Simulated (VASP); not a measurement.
The system is Ge3Pt.

```xyz
4
Lattice="4.6199 0.0000 0.0000 0.0000 4.6199 0.0000 0.0000 0.0000 4.6199" Properties=species:S:1:pos:R:3 pbc="T T T"
Ge    2.3100    2.3100    0.0000
Ge    2.3100    0.0000    2.3100
Ge    0.0000    2.3100    2.3100
Pt    0.0000    0.0000    0.0000
```

- Program: VASP 6.6.1
- Task: relaxation of cell and atoms
- Functional: PBE
- Potentials or basis: VASP PAW PBE potentials, release 64 (Ge_d, Pt)
- Cutoff: 600 eV
- k mesh: 4 × 4 × 4
- Occupations: gaussian, width 0.1 eV
- Spin: no spin polarisation

At the start: pressure -14.3 GPa; volume 24.65 Å³/atom.

How do energy, volume and symmetry change on relaxing?

Over 3 steps the energy falls by 419.0 meV/atom and the volume is 17.84 Å³/atom (-27.6 %); space group Pm-3m (No. 221, to 0.05 Å).

The path:
| step | energy change (eV) | largest force (eV/Å) | pressure (GPa) | volume (Å³) |
| --- | --- | --- | --- | --- |
| 1 | 0.0000 | 0.0000 | -14.28 | 98.61 |
| 2 | -1.6720 | 0.0000 | 1.34 | 70.45 |
| 3 | -1.6759 | 0.0000 | 0.00 | 71.37 |

Final structure:
```
CELL_PARAMETERS angstrom
4.14800 0.00000 0.00000
0.00000 4.14800 0.00000
0.00000 0.00000 4.14800
ATOMIC_POSITIONS crystal
Ge 0.50000 0.50000 0.00000
Ge 0.50000 0.00000 0.50000
Ge 0.00000 0.50000 0.50000
Pt 0.00000 0.00000 0.00000
```

Caveat: the volume moved by over 15 % at a fixed basis, so the end points are rough.
